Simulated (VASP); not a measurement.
Wanted: the native input for a VASP 6.6.1 run.

| Property | Result |
| --- | --- |
| Task | single point |
| Functional | LDA |
| Potentials or basis | VASP PAW LDA potentials, release 64 (Cd, Se) |
| Cutoff | 500 eV |
| k mesh | 6 × 6 × 6 |
| Occupations | fermi-dirac, width 0.1 eV |
| Spin | no spin polarisation |
| Dipole correction | no |
| Further INCAR settings | ALGO = Normal; EDIFF = 1e-06; NBANDS = 16 |

The structure of CdSe lies in POSCAR:

```
CdSe
1.0
    0.0000000000      2.8481831854      2.8481831854
    2.8481831854      0.0000000000      2.8481831854
    2.8481831854      2.8481831854      0.0000000000
Cd Se
1 1
Direct
    0.0000000000      0.0000000000      0.0000000000
    0.5000000000      0.5000000000      0.5000000000
```

One way to write it, as run:

INCAR

```
SYSTEM = CdSe
ALGO = Normal
EDIFF = 1E-6
ENCUT = 500
GGA = CA
GGA_COMPAT = .FALSE.
ISIF = 2
ISMEAR = -1
LASPH = .TRUE.
LCHARG = .FALSE.
LREAL = .FALSE.
LWAVE = .FALSE.
NBANDS = 16
NELM = 120
PREC = Accurate
SIGMA = 0.1
```

KPOINTS

```
k-points
0
G
  6 6 6
  0 0 0
```

Potentials or basis: VASP PAW LDA potentials, release 64 (Cd, Se).

Run with:

```sh
$ cat potpaw_LDA.64/Cd/POTCAR potpaw_LDA.64/Se/POTCAR > POTCAR
$ mpirun -np 1 vasp_std > vasp.out
```

It gave:

```
Pressure               : -4.0 GPa
Band gap on the k mesh : zero (band 9 reaches 2.38 eV, above the bottom of band 10 at 1.77 eV)
```

It took 19 s on 1 thread of Intel Xeon 8259CL, with other jobs on the host, peak memory 0.15 GiB.
